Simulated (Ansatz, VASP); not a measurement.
# CdSe in VASP and in Ansatz

File INCAR:

```
SYSTEM = CdSe
ALGO = Normal
EDIFF = 1E-6
ENCUT = 520
GGA = CA
ISIF = 2
ISMEAR = 0
LASPH = .TRUE.
LCHARG = .TRUE.
LELF = .TRUE.
LREAL = .FALSE.
LVHAR = .TRUE.
LWAVE = .FALSE.
NBANDS = 16
NELM = 100
PREC = Accurate
SIGMA = 0.01
```

File KPOINTS:

```
k-points
0
G
  6 6 6
  0 0 0
```

File POSCAR:

```
CdSe
1.0
    2.8363418112      2.8363418112      0.0000000000
   -2.8363418112      2.8363418112      0.0000000000
    0.0000000000      2.8363418112      2.8363418112
Cd Se
1 1
Direct
    0.0000000000      0.0000000000      0.0000000000
    0.7500000000      0.2500000000      0.5000000000
```

Input for Ansatz:

```yaml
crystal:
  lattice:
    - [2.83634181123, 2.83634181123, 0.0]
    - [-2.83634181123, 2.83634181123, 0.0]
    - [0.0, 2.83634181123, 2.83634181123]
  atoms:
    - { symbol: Cd, position: [0.0, 0.0, 0.0] }
    - { symbol: Se, position: [0.75, 0.25, 0.5] }
kpoints:
  mp_grid: { grid: [6, 6, 6] }
scf:
  occupations: { method: fixed }
  convergence: { dr2_threshold: 1.0e-10 }
hamiltonian:
  xc: lda
  pseudopotentials: { kind: all_electron, lapw: { basis_error: 0.0005 } }
output:
  forces: true
  stress: true
  eigenstates:
    kpoints:
      - [0.0, 0.0, 0.0]
      - [-0.5, -0.5, -0.5]
      - [-0.5, 0.5, 0.0]
      - [0.0, 0.0, -0.5]
      - [0.0, -0.5, -0.5]
      - [0.0, 0.5, 0.0]
      - [-0.5, 0.0, 0.0]
      - [-0.5, 0.0, -0.5]
  eigenvalues: true
```

Alike in both runs: task single point; functional LDA; k mesh 6 × 6 × 6; no spin polarisation.

|  | VASP | Ansatz |
| --- | --- | --- |
| version | VASP 6.6.1 | Ansatz 0.2.0 |
| potentials or method | VASP PAW LDA potentials, release 64 (Cd, Se), cutoff 520 eV | all-electron LAPW, scalar-relativistic |
| occupations | gaussian, width 0.01 eV | fixed |

VASP gave:

| Property | Result |
| --- | --- |
| gap on the k mesh at the Fermi level (eV) | 0.78 |
| pressure (GPa) | 16.0 |

Question: Which values does Ansatz return?

Answer: gap on the k mesh at the Fermi level (eV): 0.73; pressure (GPa): 15.0.

LDA's correlation is that of Perdew and Zunger in VASP and of Perdew and Wang (1992) in Ansatz. Ansatz ran all-electron here, and VASP with PAW potentials.
